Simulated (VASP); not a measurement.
Set up this calculation in VASP 6.6.1, as the native input.

* Task: single point
* Functional: PBE
* Potentials or basis: VASP PAW PBE potentials, release 64 (Ta_pv)
* Cutoff: 520 eV
* k mesh: 9 × 9 × 1
* Occupations: fermi-dirac, width 0.08 eV
* Spin: no spin polarisation
* Dipole correction: yes
* Further INCAR settings: ALGO = Normal; EDIFF = 1e-06; NBANDS = 24

The structure of Ta lies in POSCAR:

```
Ta
1.0
    4.6945593018      0.0000000000      0.0000000000
   -2.3472796509      4.0656076149      0.0000000000
    0.0000000000      0.0000000000     17.9165000000
Ta
3
Direct
    0.1666666665      0.3333333335      0.4465145032
    0.5000000005      0.9999999995      0.4999999998
    0.8333333335      0.6666666665      0.5534854968
```

These files were run (other wordings do the same):

INCAR

```
PREC = Accurate ; ENCUT = 520
EDIFF = 1E-6 ; ISMEAR = -1
SIGMA = 0.08 ; LREAL = False
LASPH = True ; NELM = 100
ALGO = Normal ; ISIF = 2
LWAVE = False ; LCHARG = False
LDIPOL = True ; IDIPOL = 3
DIPOL = 0.5 0.5 0.500 ; GGA = PE
NBANDS = 24
```

KPOINTS

```
regular mesh
0
Gamma
  9 9 1
```

Potentials or basis: VASP PAW PBE potentials, release 64 (Ta_pv).

Run with:

```sh
$ cat potpaw_PBE.64/Ta_pv/POTCAR > POTCAR
$ mpirun -np 1 vasp_std > vasp.out
```

It gave:

The largest force is 2.399 eV/Å and the band gap on the k mesh is zero (an odd number of electrons rules out a gap without spin polarisation).

Caveat: spin-orbit coupling is left out, which moves the levels of the heavy elements.

Wall time 2.7 min on 1 thread of Intel(R) Xeon(R) Platinum 8375C CPU @ 2.90GHz (Ice Lake) (shared host), peak memory 0.46 GiB.
